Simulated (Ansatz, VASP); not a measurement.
# Two plane-wave programs on Mg3BeS

```
Mg Be S
1.0
     4.19090    0.00000    0.00000
     0.00000    4.19090    0.00000
     0.00000    0.00000    8.47164
Mg Be S
3 1 1
Direct
  0.50000 0.00000 0.89193
  0.00000 0.50000 0.89193
  0.50000 0.50000 0.61396
  0.50000 0.50000 0.32184
  0.50000 0.50000 0.09258
```

Alike in both runs: functional PBE; k mesh 10 × 10 × 6; occupations gaussian, width 0.1 eV; no spin polarisation.

Ansatz relaxed the structure, and its values are those at the end. VASP's run is a single point on that final structure, the one shown.

|  | VASP | Ansatz |
| --- | --- | --- |
| version | VASP 6.6.1 | Ansatz 0.2.0 |
| potentials or method | VASP PAW PBE potentials, release 64 (Mg, Be, S), cutoff 520 eV | scalar-relativistic, plane waves, PAW |
| valence electrons in the cell | 14 | 38 |

|  | VASP | Ansatz | Ansatz less VASP |
| --- | --- | --- | --- |
| gap on the k mesh at the Fermi level (eV) | none | none | - |
| pressure (GPa) | -0.1 | 0.0 | +0.05 |

A gap of «none» marks a metal or a gap that the smearing closes. With one functional, cell and mesh, what is left measures potentials, basis and numerics. VASP's potentials hold 14 valence electrons a cell and Ansatz's 38, so a difference there can come from the potentials and not from the codes.
